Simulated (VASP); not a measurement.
# NaF (Fm-3m) in VASP: notebook, part 2 of 2

VASP 6.6.1.

## (4) Single point, PBE (volume scaled by 1.03)

INCAR reads:

```
SYSTEM = NaF
  ALGO = Normal
  EDIFF = 1E-6
  ENCUT = 520
  GGA = PE
  ISIF = 2
  ISMEAR = 0
  LASPH = .TRUE.
  LCHARG = .FALSE.
  LREAL = .FALSE.
  LWAVE = .FALSE.
  NBANDS = 14
  NELM = 60
  PREC = Accurate
  SIGMA = 0.02
```

KPOINTS reads:

```
k-points
0
G
  8 8 8
  0 0 0
```

POSCAR reads:

```
NaF
1.0
    0.0000000000      2.3730101266      2.3730101266
    2.3730101266      0.0000000000      2.3730101266
    2.3730101266      2.3730101266      0.0000000000
Na F
1 1
Direct
    0.0000000000      0.0000000000      0.0000000000
    0.5000000000      0.5000000000      0.5000000000
```

Potentials or basis: VASP PAW PBE potentials, release 64 (Na_pv, F).

Started as:

```bash
> cat potpaw_PBE.64/Na_pv/POTCAR potpaw_PBE.64/F/POTCAR > POTCAR
> mpirun -np 1 vasp_std > vasp.out
```

OUTCAR:

```text
SYSTEM = NaF
   EDIFF = 1E-6
   ENCUT = 520
   GGA = PE
   ISIF = 2
   ISMEAR = 0
   LASPH = .TRUE.
   LREAL = .FALSE.
   NELM = 60
   PREC = Accurate

 ion  position               nearest neighbor table
   1  0.000  0.000  0.000-
   2  0.500  0.500  0.500-

  LATTYP: Found a face centered cubic cell.
 ALAT       =     4.7460202532

  Lattice vectors:

 A1 = (   0.0000000000,   2.3730101266,   2.3730101266)
 A2 = (   2.3730101266,   0.0000000000,   2.3730101266)
 A3 = (   2.3730101266,   2.3730101266,   0.0000000000)

Analysis of symmetry for initial positions (statically):
=====================================================================
 Subroutine PRICEL returns:
 Original cell was already a primitive cell.

 Routine SETGRP: Setting up the symmetry group for a
 face centered cubic supercell.

 Subroutine GETGRP returns: Found 48 space group operations
 (whereof 48 operations were pure point group operations)
 out of a pool of 48 trial point group operations.

The static configuration has the point symmetry O_h .

Analysis of symmetry for dynamics (positions and initial velocities):
=====================================================================
 Subroutine PRICEL returns:
 Original cell was already a primitive cell.

 Routine SETGRP: Setting up the symmetry group for a
 face centered cubic supercell.

 Subroutine GETGRP returns: Found 48 space group operations
 (whereof 48 operations were pure point group operations)
 out of a pool of 48 trial point group operations.

The dynamic configuration has the point symmetry O_h .

 Subroutine INISYM returns: Found 48 space group operations
 (whereof 48 operations are pure point group operations),
 and found     1 'primitive' translations

[... 120 lines left out ...]
   LHFCALC =     F    Hartree Fock is set to
   AEXX    =    0.0000 exact exchange contribution
   IVDW    =     0    specifies the selected vdW correction
   LEPSILON=     F    determine dielectric tensor
   LRPA    =     F    only Hartree local field effects (RPA)
 non-spin polarized calculation
 Gauss-broadening in eV      SIGMA  =   0.02
  energy-cutoff  :      520.00
  volume of cell :       26.73
 maximum number of plane-waves:       730
 NGX is ok and might be reduce to    28
   NGX = 13   NGY = 13   NGZ = 13

 number of electron      13.9999988 magnetization

 Free energy of the ion-electron system (eV)
  ---------------------------------------------------
  ext. energy  EPLUGINS =         0.00000000
  ---------------------------------------------------
  free energy    TOTEN  =        -8.56708427 eV

  energy without entropy =       -8.56708427  energy(sigma->0) =       -8.56708427

 E-fermi :  -2.1860     XC(G=0):  -8.8192

 val. band max:       -2.3787159255   @ k =   0.0000   0.0000   0.0000
 cond. band min:       3.5495892869   @ k =   0.0000   0.0000   0.0000
 fundamental gap:      5.9283052124
 Fermi energy:        -2.1859766918

 k-point     1 :       0.0000    0.0000    0.0000
  band No.  band energies     occupation
      1     -21.5457      2.00000
      2     -21.5457      2.00000
      3     -21.5457      2.00000
      4     -21.4395      2.00000
      5      -2.3787      2.00000
      6      -2.3787      2.00000
      7      -2.3787      2.00000
      8       3.5496      0.00000
      9      16.0838      0.00000
     10      16.0838      0.00000
     11      16.0839      0.00000
     12      18.8024      0.00000
     13      20.8996      0.00000
     14      20.8996      0.00000
[... 377 lines left out ...]
      1     -22.0175      2.00000
      2     -21.5882      2.00000
      3     -21.5700      2.00000
      4     -20.8316      2.00000
      5      -3.5657      2.00000
      6      -2.8988      2.00000
      7      -2.6770      2.00000
      8       8.9404      0.00000
      9       9.7672      0.00000
     10      14.0017      0.00000
     11      15.7737      0.00000
     12      18.9769      0.00000
     13      19.9761      0.00000
     14      24.4871      0.00000

 [... further k-points ...]

------------------------ aborting loop because EDIFF is reached ----------------------------------------

  FORCE on cell =-STRESS in cart. coord.  units (eV):
  Direction    XX          YY          ZZ          XY          YZ          ZX
  --------------------------------------------------------------------------------------
  -------------------------------------------------------------------------------------
  Total       -0.2285823     -0.2285823     -0.2285823      0.0000000      0.0000000     -0.0000000
  in kB      -13.7032754    -13.7032754    -13.7032754      0.0000000      0.0000000     -0.0000000
  external PRESSURE =     -13.7032754 kB  Pullay stress =       0.0000000 kB

 VOLUME and BASIS-vectors are now :
 -----------------------------------------------------------------------------
  energy-cutoff  :      520.00
  volume of cell :       26.73
      direct lattice vectors                 reciprocal lattice vectors
     0.000000000  2.373010127  2.373010127    -0.210702851  0.210702851  0.210702851
     2.373010127  0.000000000  2.373010127     0.210702851 -0.210702851  0.210702851
     2.373010127  2.373010127  0.000000000     0.210702851  0.210702851 -0.210702851

 POSITION                                       TOTAL-FORCE (eV/Angst)
 -----------------------------------------------------------------------------------
      0.00000      0.00000      0.00000        -0.000000     -0.000000     -0.000000
      2.37301      2.37301      2.37301         0.000000      0.000000      0.000000
 -----------------------------------------------------------------------------------
    total drift:                                0.000000      0.000000      0.000000

  FREE ENERGIE OF THE ION-ELECTRON SYSTEM (eV)
  ---------------------------------------------------
  free  energy   TOTEN  =        -8.5670842707 eV

  energy  without entropy=       -8.5670842707  energy(sigma->0) =       -8.56708427
```

OSZICAR:

```text
N       E                     dE             d eps       ncg     rms          rms(c)
DAV:   1     0.110689522247E+03    0.11069E+03   -0.77249E+03   812   0.120E+03
DAV:   2    -0.329483579816E+01   -0.11398E+03   -0.10528E+03   860   0.339E+02
DAV:   3    -0.942402671307E+01   -0.61292E+01   -0.61161E+01  1046   0.712E+01
DAV:   4    -0.947799295638E+01   -0.53966E-01   -0.53965E-01   884   0.725E+00
DAV:   5    -0.947859030953E+01   -0.59735E-03   -0.59735E-03  1016   0.748E-01    0.543E+00
DAV:   6    -0.857700614254E+01    0.90158E+00   -0.32243E+00   968   0.144E+01    0.189E+00
DAV:   7    -0.856505737177E+01    0.11949E-01   -0.29661E-02   842   0.204E+00    0.107E+00
DAV:   8    -0.856644149656E+01   -0.13841E-02   -0.31978E-02   860   0.375E+00    0.156E-01
DAV:   9    -0.856723678131E+01   -0.79528E-03   -0.45505E-03   950   0.606E-01    0.143E-01
DAV:  10    -0.856708423129E+01    0.15255E-03   -0.10061E-03   884   0.312E-01    0.976E-03
DAV:  11    -0.856708373193E+01    0.49936E-06   -0.31750E-05   974   0.101E-01    0.428E-03
DAV:  12    -0.856708427069E+01   -0.53875E-06   -0.17366E-06   884   0.202E-02
   1 F= -.85670843E+01 E0= -.85670843E+01  d E =-.306418E-44
```

Wall time 12 s (1 thread of AMD EPYC 7R13 (Zen 3), shared host); peak memory 0.12 GiB.

Results:

```
Free energy            : -8.5671 eV
Pressure               : -1.4 GPa
Band gap on the k mesh : 5.93 eV, direct
```

## (5) Single point, PBE (volume scaled by 1.06)

INCAR reads:

```
SYSTEM = NaF
ALGO     = Normal         ! electronic algorithm
EDIFF    = 1E-6           ! SCF threshold, eV
ENCUT    = 520            ! plane-wave cutoff, eV
GGA      = PE             ! functional
ISIF     = 2              ! what is computed and relaxed
ISMEAR   = 0              ! smearing method
LASPH    = .True.         ! aspherical terms in the spheres
LCHARG   = .True.         ! write CHGCAR
LELF     = .True.         ! ELF
LREAL    = .False.        ! projectors in reciprocal space
LVHAR    = .True.       
LWAVE    = .False.        ! write WAVECAR
NBANDS   = 14             ! bands
NELM     = 100            ! most SCF steps
PREC     = Accurate       ! precision mode
SIGMA    = 0.02           ! smearing width, eV
```

KPOINTS reads:

```
k-points
0
Gamma
  8 8 8
  0 0 0
```

POSCAR reads:

```
NaF
1.0
    0.0000000000      2.3958289315      2.3958289315
    2.3958289315      0.0000000000      2.3958289315
    2.3958289315      2.3958289315      0.0000000000
Na F
1 1
Direct
    0.0000000000      0.0000000000      0.0000000000
    0.5000000000      0.5000000000      0.5000000000
```

Started as:

```bash
> cat potpaw_PBE.64/Na_pv/POTCAR potpaw_PBE.64/F/POTCAR > POTCAR
> mpirun -np 1 vasp_std > vasp.out
```

Run time: 13 s. Hardware: 1 thread of AMD EPYC 7R13 (Zen 3), shared host; peak memory 0.12 GiB.

Results (log left out):

- Free energy: -8.5592 eV
- Pressure: -2.4 GPa
- Band gap on the k mesh: 5.79 eV, direct

Levels at points of the mesh, in eV from the valence-band top:
```
           k point  band 4  band 5  band 6  band 7  band 8  band 9  band 10  band 11
(0.00, 0.00, 0.00)  -19.02    0.00    0.00    0.00    5.79   18.26    18.26    18.26
(0.50, 0.00, 0.00)  -18.40   -1.38   -0.21   -0.21   10.18   11.63    19.04    19.04
(0.50, 0.50, 0.00)  -18.83   -1.12   -0.36   -0.36   12.35   12.64    12.95    18.50
```

## (6) Summary

| cell | gap on the mesh (eV) | pressure (GPa) |
| --- | --- | --- |
| a = 3.289 Å, angles 60.0°, 2 atoms | 6.24 | 1.4 |
| a = 3.255 Å, angles 60.0°, 2 atoms | 6.41 | 3.1 |
| a = 3.356 Å, angles 60.0°, 2 atoms | 5.93 | -1.4 |
| a = 3.388 Å, angles 60.0°, 2 atoms | 5.79 | -2.4 |

Alike in all rows: task single point; level PBE; potentials or basis VASP PAW PBE potentials, release 64 (Na_pv, F); no spin polarisation; k mesh 8 × 8 × 8; cutoff (eV) 520; smearing gaussian 0.02 eV.

Total energies depend on the potentials used, so only differences within one code and one set of settings carry meaning.
